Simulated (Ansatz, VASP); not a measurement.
# Two plane-wave programs on CaBi

```xyz
2
Lattice="4.0850 0.0000 0.0000 -2.0425 3.5377 0.0000 0.0000 0.0000 4.6455" Properties=species:S:1:pos:R:3 pbc="T T T"
Ca    0.0000    0.0000    0.0000
Bi    0.0000    2.3584    2.3227
```

Alike in both runs: functional PBE; k mesh 15 × 15 × 12; occupations gaussian, width 0.1 eV; no spin polarisation.

Ansatz relaxed the structure, and its values are those at the end. VASP's run is a single point on that final structure, the one shown.

|  | VASP | Ansatz |
| --- | --- | --- |
| version | VASP 6.6.1 | Ansatz 0.2.0 |
| potentials or method | VASP PAW PBE potentials, release 64 (Ca_sv, Bi_d), cutoff 520 eV | scalar-relativistic, plane waves, PAW |
| valence electrons in the cell | 25 | 25 |

```tsv
	VASP	Ansatz	Ansatz less VASP
gap on the k mesh at the Fermi level (eV)	none	none	-
pressure (GPa)	0.0	0.0	-0.02
```

A gap of «none» marks a metal or a gap that the smearing closes.

Neither program's run includes spin-orbit coupling.
